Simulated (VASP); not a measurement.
## MgTl: single point with LDA

MgTl:

```xyz
2
Lattice="3.7063 0.0000 0.0000 0.0000 3.7063 0.0000 0.0000 0.0000 3.7063" Properties=species:S:1:pos:R:3 pbc="T T T"
Mg    0.0000    0.0000    0.0000
Tl    1.8531    1.8531    1.8531
```

This cell differs from its parent crystal: volume scaled by 1.06.

```
Program             : VASP 6.6.1
Task                : single point
Functional          : LDA
Potentials or basis : VASP PAW LDA potentials, release 64 (Mg, Tl_d)
Cutoff              : 520 eV
k mesh              : 9 × 9 × 9
Occupations         : fermi-dirac, width 0.05 eV
Spin                : no spin polarisation
```

```json
{
  "Pressure": "-4.4 GPa"
}
```

Levels at points of the mesh, in eV from the Fermi level:
```
           k point  band 3  band 4  band 5  band 6  band 7  band 8  band 9  band 10  band 11  band 12
(0.00, 0.00, 0.00)  -11.38  -11.38  -11.38   -9.27    2.31    2.31    2.31     2.83     5.23     5.23
```

It took 19 s on 1 thread of Intel(R) Xeon(R) Platinum 8259CL CPU @ 2.50GHz (Skylake/Cascade Lake), with other jobs on the host, peak memory 0.15 GiB.

Caveat: spin-orbit coupling is left out, which moves the levels of the heavy elements.
